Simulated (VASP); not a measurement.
NaSrBr3: single point with r2SCAN

Crystal: NaSrBr3.

```
CELL_PARAMETERS angstrom
5.92768 0.00000 0.00000
0.00000 5.92768 0.00000
0.00000 0.00000 5.83876
ATOMIC_POSITIONS crystal
Na 0.00000 0.00000 0.00000
Sr 0.50000 0.50000 0.50000
Br 0.50000 0.50000 0.00000
Br 0.50000 0.00000 0.50000
Br 0.00000 0.50000 0.50000
```

This cell differs from its parent crystal: uniaxial z strain -1.5%.

```yaml
Program: VASP 6.6.1
Task: single point
Functional: r2SCAN
Potentials_or_basis: VASP PAW PBE potentials, release 64 (Na_pv, Sr_sv, Br)
Cutoff: 520 eV
k_mesh: 4 × 4 × 4
Occupations: gaussian, width 0.01 eV
Spin: no spin polarisation
Dipole_correction: no
Further_INCAR_settings: ALGO = Normal; EDIFF = 1e-06; NBANDS = 27
```

- Pressure: 0.4 GPa
- Band gap on the k mesh: 3.71 eV (least direct gap 3.97 eV)

Stress tensor (GPa, compression positive):
```
0.13 0.00 0.00
0.00 0.13 0.00
0.00 0.00 0.82
```

Levels at points of the mesh, in eV from the valence-band top:
```csv
k point,band 17,band 18,band 19,band 20,band 21,band 22
"(0.00, 0.00, 0.00)",-0.27,-0.27,-0.25,3.71,5.90,5.90
"(0.50, 0.00, 0.00)",-0.59,-0.33,-0.32,5.08,5.77,6.02
"(0.50, 0.50, 0.00)",-0.76,-0.76,-0.03,5.40,6.86,6.86
"(0.00, 0.00, 0.50)",-0.58,-0.34,-0.34,5.14,5.73,6.04
"(0.50, 0.00, 0.50)",-0.77,-0.77,-0.01,5.39,6.88,6.92
"(0.50, 0.50, 0.50)",-0.02,0.00,0.00,4.63,7.70,7.71
```

Wall time 5.1 min on 1 thread of AMD EPYC 7R13 Processor (Zen 3), with other jobs on the host, peak memory 0.39 GiB.

Caveat: the cell differs from its parent crystal (uniaxial z strain -1.5%); the PAW data sets were made with another functional, which shifts forces and pressure a little. A k mesh can miss the band edges.
